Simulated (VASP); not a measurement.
# CrNCl: relaxation of cell and atoms with PBE

Crystal: CrNCl.

```xyz
3
Lattice="3.7780 0.0000 0.0000 -1.8890 3.2718 0.0000 0.0000 0.0000 3.7041" Properties=species:S:1:pos:R:3 pbc="T T T"
Cr    0.0000    2.1812    1.8520
N     0.0000    0.0000    1.8520
Cl    1.8890    1.0906    0.0000
```

```json
{
  "Program": "VASP 6.6.1",
  "Task": "relaxation of cell and atoms",
  "Functional": "PBE",
  "Potentials or basis": "VASP PAW PBE potentials, release 64 (Cr_pv, N, Cl)",
  "Cutoff": "600 eV",
  "k mesh": "6 × 6 × 6",
  "Occupations": "gaussian, width 0.1 eV",
  "Spin": "collinear spin, ferromagnetic start",
  "Starting moments": "[3.0, 0.0, 0.0] μB",
  "Dipole correction": "no",
  "Further INCAR settings": "ALGO = Normal; EDIFF = 1e-07; IBRION = 2; EDIFFG = -0.04; NSW = 90; ISIF = 3"
}
```

```yaml
Relaxed_volume: 13.99 Å³/atom
Relaxed_cell: a = 3.229 Å, b = 3.229 Å, c = 4.651 Å, α = 90.00°, β = 90.00°, γ = 120.00°
Space_group_after_relaxing_to_0.05_Å: P-6m2 (No. 187)
Energy_gained_by_relaxing: 519.6 meV/atom
Ionic_steps: 11
Pressure_after_relaxing: 0.2 GPa
Net_moment: 1.94 μB per cell
Site_moments: Cr +2.30; N -0.38; Cl -0.01 μB
Valence_electrons_inside_the_program's_atomic_spheres: Cr 10.79; N 3.67; Cl 5.09
```

Step by step:
```csv
step,energy change (eV),largest force (eV/Å),pressure (GPa),volume (Å³)
1,0.0000,0.0000,-11.56,45.79
2,-0.9234,0.0000,2.62,38.64
3,-0.9964,0.0000,11.43,36.60
4,-1.4204,0.0000,10.66,38.17
5,-1.3849,0.0000,12.69,39.07
6,-1.4503,0.0000,11.34,38.62
7,-1.4846,0.0000,-6.98,45.04
8,-1.5578,0.0000,-0.05,41.93
9,-1.5577,0.0000,0.14,41.86
10,-1.5585,0.0000,0.15,41.93
11,-1.5587,0.0000,0.17,41.98
```

Final structure:
```xyz
3
Lattice="3.2286 0.0000 0.0000 -1.6143 2.7961 0.0000 0.0000 0.0000 4.6505" Properties=species:S:1:pos:R:3 pbc="T T T"
Cr    0.0000    1.8641    2.3253
N     0.0000    0.0000    2.3253
Cl    1.6143    0.9320    0.0000
```

Levels at points of the mesh, in eV from the Fermi level:
Spin up:
```tsv
k point	band 11	band 12	band 13	band 14	band 15	band 16
(0.00, 0.00, 0.00)	-0.91	-0.40	-0.40	0.54	4.25	4.25
(0.50, 0.00, 0.00)	-1.48	-1.40	-1.17	0.58	1.10	1.42
(0.00, 0.00, 0.50)	-1.48	-0.21	-0.21	-0.02	4.26	4.26
(0.50, 0.00, 0.50)	-2.26	-0.37	-0.34	-0.01	0.73	1.58
```
Spin down:
```
           k point  band 9  band 10  band 11  band 12  band 13  band 14
(0.00, 0.00, 0.00)   -0.41    -0.41    -0.21     1.18     1.26     1.26
(0.50, 0.00, 0.00)   -3.64    -2.05    -1.22     0.61     0.95     2.26
(0.00, 0.00, 0.50)   -2.70    -0.59    -0.59     1.40     1.40     1.83
(0.50, 0.00, 0.50)   -2.28    -1.97    -1.63     1.21     1.51     1.51
```

Run time: 4 min on 1 thread of Intel(R) Xeon(R) 6975P-C (Granite Rapids), on a shared host, peak memory 0.22 GiB.

Caveat: a cell with one magnetic atom can't hold antiferromagnetic order, which such compounds often take. With open d or f shells a metallic result of PBE can be an artefact of self-interaction; +U or a hybrid may open a gap.
